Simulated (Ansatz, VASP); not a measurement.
**One calculation of B4MoRu, two programs**

```
B Mo Ru
1.0
     3.00336    0.00000    0.00000
    -1.50168    2.60098    0.00000
     0.00000    0.00000    6.71756
B Mo Ru
4 1 1
Direct
  0.33333 0.66667 0.74976
  0.33333 0.66667 0.25024
  0.66667 0.33333 0.74976
  0.66667 0.33333 0.25024
  0.00000 0.00000 0.50000
  0.00000 0.00000 0.00000
```

Change from the starting cell: species swapped into the TiNbB4 type (P6/mmm, No. 191).

Alike in both runs: functional PBE; k mesh 12 × 12 × 6; occupations gaussian, width 0.1 eV; no spin polarisation.

Ansatz relaxed the structure, and its values are those at the end. VASP's run is a single point on that final structure, the one shown.

```csv
,VASP,Ansatz
version,VASP 6.6.1,Ansatz 0.2.0
potentials or method,"VASP PAW PBE potentials, release 64 (B, Mo_sv, Ru_pv), cutoff 520 eV","scalar-relativistic, plane waves, PAW"
valence electrons in the cell,40,42
```

```tsv
	VASP	Ansatz	Ansatz less VASP
gap on the k mesh at the Fermi level (eV)	none	none	-
pressure (GPa)	0.3	0.0	-0.23
rms of the force components (eV/Å)	0.003	0.000	-0.0032
```

A gap of «none» marks a metal or a gap that the smearing closes. The functional is the same, so the differences come from potentials, cutoffs and numerics. VASP's potentials hold 40 valence electrons a cell and Ansatz's 42, so a difference there can come from the potentials and not from the codes.
